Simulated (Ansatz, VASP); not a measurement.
**HfB: VASP beside Ansatz**

INCAR

```
  ALGO = Normal
  EDIFF = 1E-7
  ENCUT = 520
  GGA = PE
  ISIF = 2
  ISMEAR = -1
  LASPH = T
  LCHARG = T
  LELF = T
  LREAL = F
  LVHAR = T
  LWAVE = F
  NBANDS = 14
  NELM = 80
  PREC = Accurate
  SIGMA = 0.05
```

The input KPOINTS:

```
k-points
0
Gamma
  15 15 15
```

The input POSCAR:

```
HfB
1.0
    0.0000000000      2.2905873175      2.2905873175
    2.2905873175      0.0000000000      2.2905873175
    2.2905873175      2.2905873175      0.0000000000
Hf B
1 1
Direct
    0.5000000000      0.5000000000      0.5000000000
    0.0000000000      0.0000000000      0.0000000000
```

Input for Ansatz:

```yaml
crystal:
  lattice:
    - [0.0, 2.2905873175, 2.2905873175]
    - [2.2905873175, 0.0, 2.2905873175]
    - [2.2905873175, 2.2905873175, 0.0]
  atoms:
    - { symbol: Hf, position: [0.5, 0.5, 0.5] }
    - { symbol: B, position: [0.0, 0.0, 0.0] }
kpoints:
  mp_grid: { grid: [15, 15, 15] }
scf:
  occupations: { method: fermi_dirac, width: 0.05 }
hamiltonian:
  xc: pbe
  pseudopotentials: { kind: all_electron, lapw: { basis_error: 0.00025 } }
output:
  forces: true
  stress: true
  eigenvalues: true
```

Change from the starting cell: volume scaled by 0.975.

Alike in both runs: task single point; functional PBE; k mesh 15 × 15 × 15; occupations fermi-dirac, width 0.05 eV; no spin polarisation.

```csv
,VASP,Ansatz
version,VASP 6.6.1,Ansatz 0.2.0
potentials or method,"VASP PAW PBE potentials, release 64 (Hf_pv, B), cutoff 520 eV","all-electron LAPW, scalar-relativistic"
```

```csv
,VASP,Ansatz,Ansatz less VASP
pressure (GPa),38.3,37.2,-1.07
```

Both programs put the cell under a high pressure, so it lies far from rest at this level. Ansatz ran all-electron here, and VASP with PAW potentials.

Spin-orbit coupling is off throughout.
